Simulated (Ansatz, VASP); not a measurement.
One calculation of MgO, two programs

```
CELL_PARAMETERS angstrom
2.97283 0.00000 0.00000
0.00000 4.20422 0.00000
0.00000 0.00000 25.40491
ATOMIC_POSITIONS crystal
Mg 0.50000 0.50000 0.30039
Mg 0.00000 0.00000 0.35078
Mg 0.50000 0.50000 0.41334
Mg 0.00000 0.00000 0.47012
Mg 0.50000 0.50000 0.52988
Mg 0.00000 0.00000 0.58666
Mg 0.50000 0.50000 0.64922
Mg 0.00000 0.00000 0.69961
O 0.50000 0.00000 0.29713
O 0.00000 0.50000 0.35299
O 0.50000 0.00000 0.41248
O 0.00000 0.50000 0.47065
O 0.50000 0.00000 0.52935
O 0.00000 0.50000 0.58752
O 0.50000 0.00000 0.64701
O 0.00000 0.50000 0.70287
```

Alike in both runs: functional r2SCAN; k mesh 9 × 6 × 1; occupations gaussian, width 0.05 eV; no spin polarisation.

Ansatz relaxed the structure, and its values are those at the end. VASP's run is a single point on that final structure, the one shown.

|  | VASP | Ansatz |
| --- | --- | --- |
| version | VASP 6.6.1 | Ansatz 0.2.0 |
| potentials or method | VASP PAW PBE potentials, release 64 (Mg, O), cutoff 520 eV | scalar-relativistic, plane waves, PAW |
| valence electrons in the cell | 64 | 128 |

Ansatz gave:

```
gap on the k mesh at the Fermi level (eV) : 2.72
least direct gap on the mesh (eV)         : 2.72
rms of the force components (eV/Å)        : 0.005
```

**Question.** Which values does VASP return?

**Answer.** gap on the k mesh at the Fermi level (eV): 2.70; least direct gap on the mesh (eV): 2.70; rms of the force components (eV/Å): 0.014.

VASP's potentials were made for PBE, not for r2SCAN. VASP's potentials hold 64 valence electrons a cell and Ansatz's 128, so a difference there can come from the potentials and not from the codes. Ansatz's warnings: xc potential rough in thin density.
